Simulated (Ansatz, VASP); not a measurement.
# Two plane-wave programs on TiN

```
Ti N
1.0
     0.00000    2.11750    2.11750
     2.11750    0.00000    2.11750
     2.11750    2.11750    0.00000
Ti N
1 1
Direct
  0.00000 0.00000 0.00000
  0.50000 0.50000 0.50000
```

Alike in both runs: task single point; functional PBE; k mesh 9 × 9 × 9; occupations gaussian, width 0.03 eV; collinear spin.

|  | VASP | Ansatz |
| --- | --- | --- |
| version | VASP 6.6.1 | Ansatz 0.2.0 |
| potentials or method | VASP PAW PBE potentials, release 64 (Ti_sv, N), cutoff 520 eV | PAW, plane waves, scalar-relativistic |
| valence electrons in the cell | 17 | 17 |

```csv
,VASP,Ansatz,Ansatz less VASP
pressure (GPa),2.7,2.3,-0.36
net moment per atom (μB),0.00,0.00,0.000
```

The functional is the same, so the differences come from potentials, cutoffs and numerics. Ansatz's warnings: filled band counts differ across k points, seeded moment not kept, stability check not made.
